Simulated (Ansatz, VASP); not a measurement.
**Ga2Te3Pd in VASP and in Ansatz**

The input INCAR:

```
SYSTEM = Ga2Te3Pd
PREC = Accurate
ENCUT = 520
EDIFF = 1E-6
ISMEAR = 0
SIGMA = 0.1
LREAL = .False.
LASPH = .True.
NELM = 100
ALGO = Normal
ISIF = 2
LWAVE = .False.
LCHARG = .False.
GGA = PE
NBANDS = 36
```

File KPOINTS:

```
regular mesh
0
Gamma
  3 3 3
  0 0 0
```

The input POSCAR:

```
Ga2Te3Pd
1.0
    3.0813237500      1.7790031000      4.8613187200
   -3.0813237500      1.7790031000      4.8613187200
    0.0000000000     -3.5580062000      4.8613187200
Ga Te Pd
2 3 1
Direct
    0.6234802600      0.6234802600      0.6234802600
    0.3765197400      0.3765197400      0.3765197400
    0.0000000000      0.5000000000      0.0000000000
    0.5000000000      0.0000000000      0.0000000000
    0.0000000000      0.0000000000      0.5000000000
    0.0000000000      0.0000000000      0.0000000000
```

Input for Ansatz:

```yaml
crystal:
  lattice:
    - [3.08132375, 1.7790031, 4.86131872]
    - [-3.08132375, 1.7790031, 4.86131872]
    - [0.0, -3.5580062, 4.86131872]
  atoms:
    - { symbol: Ga, position: [0.62348026, 0.62348026, 0.62348026] }
    - { symbol: Ga, position: [0.37651974, 0.37651974, 0.37651974] }
    - { symbol: Te, position: [0.0, 0.5, 0.0] }
    - { symbol: Te, position: [0.5, 0.0, 0.0] }
    - { symbol: Te, position: [0.0, 0.0, 0.5] }
    - { symbol: Pd, position: [0.0, 0.0, 0.0] }
basis:
  ecutwfc: 420
kpoints:
  mp_grid: { grid: [3, 3, 3] }
hamiltonian:
  xc: pbe
scf:
  occupations: { method: gaussian, width: 0.1 }
  lower_state_search: "off"
output:
  forces: true
  stress: true
  eigenvalues: true
```

Change from the starting cell: species swapped into the Dy2Al3Cu type (R-3m, No. 166).

Alike in both runs: task single point; functional PBE; k mesh 3 × 3 × 3; occupations gaussian, width 0.1 eV; no spin polarisation.

|  | VASP | Ansatz |
| --- | --- | --- |
| version | VASP 6.6.1 | Ansatz 0.2.0 |
| potentials or method | VASP PAW PBE potentials, release 64 (Ga_d, Te, Pd), cutoff 520 eV | scalar-relativistic, plane waves, PAW |
| valence electrons in the cell | 54 | 92 |

Ansatz gave:

| Item | Value |
| --- | --- |
| gap on the k mesh at the Fermi level (eV) | none |
| pressure (GPa) | 0.9 |
| traceless stress, the component that is largest in VASP (GPa) | -7.53 |
| rms of the force components (eV/Å) | 0.056 |

Task: Estimate VASP's values.

Result: gap on the k mesh at the Fermi level (eV): none; pressure (GPa): 0.8; traceless stress, the component that is largest in VASP (GPa): -7.52; rms of the force components (eV/Å): 0.057.

Atom by atom the forces differ by 0.000 eV/Å (rms over components). A gap of «none» marks a metal or a gap that the smearing closes. VASP's potentials hold 54 valence electrons a cell and Ansatz's 92, so a difference there can come from the potentials and not from the codes.

The k mesh is coarse, so the values compare programs but aren't converged. Neither program's run includes spin-orbit coupling.
